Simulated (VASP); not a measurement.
Input of a VASP 6.6.1 run:

POSCAR

```
SnSe
1.0
   11.4200000000      0.0000000000      0.0000000000
    0.0000000000      4.1900000000      0.0000000000
    0.0000000000      0.0000000000      4.4600000000
Sn Se
4 4
Direct
    0.8770000000      0.7500000000      0.9090000000
    0.6230000000      0.2500000000      0.4090000000
    0.3770000000      0.7500000000      0.5910000000
    0.1230000000      0.2500000000      0.0910000000
    0.6430000000      0.7500000000      0.9840000000
    0.8570000000      0.2500000000      0.4840000000
    0.1430000000      0.7500000000      0.5160000000
    0.3570000000      0.2500000000      0.0160000000
```

Contents of INCAR.step1:

```
SYSTEM = SnSe
GGA = CA
LSORBIT = .TRUE.
MAGMOM = 0 0 0 0 0 0 0 0 0 0 0 0 0 0 0 0 0 0 0 0 0 0 0 0
LORBIT = 11
ISMEAR = 0
SIGMA = 0.03
LWAVE = .FALSE.
LCHARG = .TRUE.
NBANDS = 116
PREC = Accurate
LASPH = .TRUE.
LREAL = .FALSE.
ALGO = Normal
EDIFF = 1E-7
NELM = 200
GGA_COMPAT = .FALSE.
ENCUT = 480
EFERMI = MIDGAP
KPAR = 8
```

Contents of KPOINTS.step1:

```
Automatic mesh
0
Gamma
  3 7 6
  0 0 0
```

INCAR.step2

```
SYSTEM = SnSe
GGA = CA
LSORBIT = .TRUE.
MAGMOM = 0 0 0 0 0 0 0 0 0 0 0 0 0 0 0 0 0 0 0 0 0 0 0 0
LORBIT = 11
ISMEAR = 0
SIGMA = 0.03
LWAVE = .FALSE.
LCHARG = .FALSE.
NBANDS = 116
PREC = Accurate
LASPH = .TRUE.
LREAL = .FALSE.
ALGO = Normal
EDIFF = 1E-7
NELM = 200
GGA_COMPAT = .FALSE.
ENCUT = 480
EFERMI = MIDGAP
ICHARG = 11
KPAR = 8
```

Contents of KPOINTS.step2:

```
path GXSYGZURTZ,YT,UX,SR
32
line-mode
reciprocal
 0.0000000000  0.0000000000  0.0000000000  G
 0.0000000000  0.5000000000  0.0000000000  X

 0.0000000000  0.5000000000  0.0000000000  X
 0.0000000000  0.5000000000  0.5000000000  S

 0.0000000000  0.5000000000  0.5000000000  S
 0.0000000000  0.0000000000  0.5000000000  Y

 0.0000000000  0.0000000000  0.5000000000  Y
 0.0000000000  0.0000000000  0.0000000000  G

 0.0000000000  0.0000000000  0.0000000000  G
 0.5000000000  0.0000000000  0.0000000000  Z

 0.5000000000  0.0000000000  0.0000000000  Z
 0.5000000000  0.5000000000  0.0000000000  U

 0.5000000000  0.5000000000  0.0000000000  U
 0.5000000000  0.5000000000  0.5000000000  R

 0.5000000000  0.5000000000  0.5000000000  R
 0.5000000000  0.0000000000  0.5000000000  T

 0.5000000000  0.0000000000  0.5000000000  T
 0.5000000000  0.0000000000  0.0000000000  Z

 0.0000000000  0.0000000000  0.5000000000  Y
 0.5000000000  0.0000000000  0.5000000000  T

 0.5000000000  0.5000000000  0.0000000000  U
 0.0000000000  0.5000000000  0.0000000000  X

 0.0000000000  0.5000000000  0.5000000000  S
 0.5000000000  0.5000000000  0.5000000000  R
```

Potentials or basis: VASP PAW LDA potentials, release 64 (Sn_d, Se).

Run with:

```sh
$ cat potpaw_LDA.64/Sn_d/POTCAR potpaw_LDA.64/Se/POTCAR > POTCAR
$ cp INCAR.step1 INCAR
$ cp KPOINTS.step1 KPOINTS
$ mpirun -np 8 vasp_ncl > vasp.out
$ cp INCAR.step2 INCAR
$ cp KPOINTS.step2 KPOINTS
$ mpirun -np 8 vasp_ncl > vasp.out
```

What does it give for the net moment?

0.00 μB per cell.

Moments on the atoms (μB; x, y, z):
```
Sn  0.00 0.00 0.00
Sn  0.00 0.00 0.00
Sn  0.00 0.00 0.00
Sn  0.00 0.00 0.00
Se  0.00 0.00 0.00
Se  0.00 0.00 0.00
Se  0.00 0.00 0.00
Se  0.00 0.00 0.00
```
